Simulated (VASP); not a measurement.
A run of VASP 6.6.1 is set up as follows.

Contents of INCAR:

```
ALGO     = Normal         # electronic algorithm
EDIFF    = 1E-6           # SCF threshold, eV
EDIFFG   = -0.08          # ionic threshold
ENCUT    = 600            # plane-wave cutoff, eV
GGA      = PE             # functional
IBRION   = 2              # ionic algorithm
ISIF     = 3              # what is computed and relaxed
ISMEAR   = 0              # smearing method
LASPH    = True           # aspherical terms in the spheres
LCHARG   = False          # write CHGCAR
LREAL    = False          # projectors in reciprocal space
LWAVE    = False          # write WAVECAR
NELM     = 60             # most SCF steps
NSW      = 36             # ionic steps
PREC     = Accurate       # precision mode
SIGMA    = 0.2            # smearing width, eV
```

Contents of KPOINTS:

```
k-points
0
Gamma
  4 7 7
```

The input POSCAR:

```
LuSc
1.0
    5.2626238200      0.0000000000      0.0000000000
    0.0000000000      1.5877244800      2.7624141200
    0.0000000000     -1.5877244800      2.7624141200
Lu Sc
1 1
Direct
    0.0000000000      0.8194260000      0.8194260000
    0.5000000000      0.0305650600      0.0305650600
```

Potentials or basis: VASP PAW PBE potentials, release 64 (Lu, Sc_sv).

Command:

```sh
$ cat potpaw_PBE.64/Lu/POTCAR potpaw_PBE.64/Sc_sv/POTCAR > POTCAR
$ mpirun -np 1 vasp_std > vasp.out
```

Question: Estimate the relaxed cell.

Answer: a = 5.321 Å, b = 3.414 Å, c = 3.414 Å, α = 60.41°, β = 90.00°, γ = 90.00°.

Question: Predict the space group after relaxing (to 0.1 Å).

Answer: P-6m2 (No. 187).

Question: Predict the band gap on the k mesh.

Answer: Zero (bands 18 and 19 overlap by 1.42 eV).

Question: What does it give for the relaxed volume?

Answer: 26.96 Å³/atom.

Forces in eV/Å, atoms in the order of the input:
```
Lu   0.000  0.000  0.029
Sc   0.000  0.000 -0.029
```

Caveat: the volume moved by over 15 % at a fixed basis, so the end points are rough; spin-orbit coupling is left out, which moves the levels of the heavy elements.
